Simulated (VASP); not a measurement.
Here is a VASP 6.6.1 calculation.

The input INCAR:

```
SYSTEM = NiO
  ALGO = Normal
  EDIFF = 1E-6
  ENCUT = 600
  GGA = PE
  GGA_COMPAT = .FALSE.
  ISIF = 2
  ISMEAR = -1
  ISPIN = 2
  LASPH = .TRUE.
  LCHARG = .FALSE.
  LDAU = .TRUE.
  LDAUJ = 0 0
  LDAUL = 2 -1
  LDAUPRINT = 1
  LDAUTYPE = 2
  LDAUU = 4.5 0
  LMAXMIX = 4
  LORBIT = 11
  LREAL = .FALSE.
  LWAVE = .FALSE.
  MAGMOM = 2 0
  NBANDS = 19
  NELM = 200
  PREC = Accurate
  SIGMA = 0.05
```

File KPOINTS:

```
k-points
0
G
  10 10 10
  0 0 0
```

The input POSCAR:

```
NiO
1.0
    0.0000000000      2.0859020000      2.0859020000
    2.0859020000      0.0000000000      2.0859020000
    2.0859020000      2.0859020000      0.0000000000
Ni O
1 1
Direct
    0.0000000000      0.0000000000      0.0000000000
    0.5000000000      0.5000000000      0.5000000000
```

Potentials or basis: VASP PAW PBE potentials, release 64 (Ni, O).

The run is started by

```sh
$ cat potpaw_PBE.64/Ni/POTCAR potpaw_PBE.64/O/POTCAR > POTCAR
$ mpirun -np 1 vasp_std > vasp.out
```

(1) Estimate the site moments.

(2) Predict the net moment.

(3) What does it give for the band gap on the k mesh?

Answers

(1) Ni +1.77; O +0.21 μB.

(2) 2.00 μB per cell.

(3) 1.61 eV, indirect (least direct gap 2.36 eV).

Caveat: a cell with one magnetic atom can't hold antiferromagnetic order, which such compounds often take.
